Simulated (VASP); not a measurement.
Here is a VASP 6.6.1 calculation.

File INCAR:

```
PREC = Accurate
ENCUT = 520
EDIFF = 1E-6
ISMEAR = 0
SIGMA = 0.1
LREAL = False
LASPH = True
NELM = 80
ALGO = Normal
ISIF = 2
LWAVE = False
LCHARG = False
GGA = PE
NBANDS = 39
```

File KPOINTS:

```
Automatic mesh
0
Gamma
  12 12 6
```

Contents of POSCAR:

```
ScGa3P2
1.0
    5.6334533254      0.0000000000      0.0000000000
   -2.8167266627      4.8787136908      0.0000000000
    0.0000000000      0.0000000000      6.8190755412
Sc Ga P
1 3 2
Direct
    0.0000000000      0.0000000000      0.0000000000
    0.5000000000      0.0000000000      0.5000000000
    0.0000000000      0.5000000000      0.5000000000
    0.5000000000      0.5000000000      0.5000000000
    0.0000000000      0.0000000000      0.3463867437
    0.0000000000      0.0000000000      0.6536132563
```

Potentials or basis: VASP PAW PBE potentials, release 64 (Sc_sv, Ga_d, P).

Run with:

```sh
$ cat potpaw_PBE.64/Sc_sv/POTCAR potpaw_PBE.64/Ga_d/POTCAR potpaw_PBE.64/P/POTCAR > POTCAR
$ mpirun -np 1 vasp_std > vasp.out
```

Question: What does it give for the largest force?

Answer: 0.095 eV/Å.

Question: What does it give for the pressure?

Answer: 0.0 GPa.

Question: What does it give for the band gap on the k mesh?

Answer: Zero (bands 30 and 31 overlap by 1.60 eV).

Forces in eV/Å, atoms in the order of the input:
```
Sc   0.000  0.000  0.000
Ga   0.000  0.000  0.000
Ga   0.000  0.000  0.000
Ga   0.000  0.000  0.000
P    0.000  0.000  0.095
P    0.000  0.000 -0.095
```
